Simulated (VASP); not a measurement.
Here is a VASP 6.6.1 calculation.

The input INCAR:

```
SYSTEM = AlN
  ALGO = Normal
  EDIFF = 1E-6
  EDIFFG = -0.01
  ENCUT = 600
  GGA = PS
  IBRION = 2
  ISIF = 3
  ISMEAR = -1
  LASPH = .TRUE.
  LCHARG = .FALSE.
  LREAL = .FALSE.
  LWAVE = .FALSE.
  NELM = 100
  NSW = 60
  PREC = Accurate
  PSTRESS = 50.0
  SIGMA = 0.05
```

File KPOINTS:

```
k-points
0
G
  10 10 10
  0 0 0
```

POSCAR

```
AlN
1.0
    0.0000000000      2.1839935596      2.1839935596
    2.1839935596      0.0000000000      2.1839935596
    2.1839935596      2.1839935596      0.0000000000
Al N
1 1
Direct
    0.0000000000      0.0000000000      0.0000000000
    0.2500000000      0.2500000000      0.2500000000
```

Potentials or basis: VASP PAW PBE potentials, release 64 (Al, N).

Launch:

```bash
$ cat potpaw_PBE.64/Al/POTCAR potpaw_PBE.64/N/POTCAR > POTCAR
$ mpirun -np 1 vasp_std > vasp.out
```

Estimate the space group after relaxing (to 0.05 Å).

F-43m (No. 216).

What does it give for the relaxed cell?

a = 3.070 Å, b = 3.070 Å, c = 3.070 Å, α = 60.00°, β = 60.00°, γ = 60.00°.

What does it give for the relaxed volume?

10.23 Å³/atom.

Final structure:
```
Al N
1.0
     0.00000    2.17113    2.17113
     2.17113    0.00000    2.17113
     2.17113    2.17113    0.00000
Al N
1 1
Direct
  0.00000 0.00000 0.00000
  0.25000 0.25000 0.25000
```

Caveat: the cell is relaxed towards a set pressure, so the enthalpy falls and the energy may rise; the PAW data sets were made with another functional, which shifts forces and pressure a little.
